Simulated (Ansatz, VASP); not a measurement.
## One calculation of InSe, two programs

```
In Se
1.0
     5.90676   -2.06861    0.00000
     5.90676    2.06861    0.00000
    -1.61001    0.00000    4.35229
In Se
2 2
Cartesian
  10.4351 0.0000 0.0218
  -0.2316 0.0000 4.3305
  6.7633 0.0000 2.7942
  3.4402 0.0000 1.5581
```

Change from the starting cell: volume scaled by 1.02.

Alike in both runs: task single point; functional PBEsol; k mesh 7 × 7 × 6; occupations fermi-dirac, width 0.02 eV; no spin polarisation.

|  | VASP | Ansatz |
| --- | --- | --- |
| version | VASP 6.6.1 | Ansatz 0.2.0 |
| potentials or method | VASP PAW PBE potentials, release 64 (In_d, Se), cutoff 520 eV | all-electron LAPW, scalar-relativistic |

VASP gave:

| Property | Result |
| --- | --- |
| gap on the k mesh at the Fermi level (eV) | 0.84 |
| pressure (GPa) | -1.2 |
| traceless stress, the component that is largest in VASP (GPa) | 1.95 |
| rms of the force components (eV/Å) | 0.349 |

Q: What did Ansatz give for the same quantities?

A: gap on the k mesh at the Fermi level (eV): 0.85; pressure (GPa): -1.2; traceless stress, the component that is largest in VASP (GPa): 1.93; rms of the force components (eV/Å): 0.350.

VASP's potentials were made for PBE, not for PBEsol. Atom by atom the forces differ by 0.009 eV/Å (rms over components). Ansatz ran all-electron here, and VASP with PAW potentials.
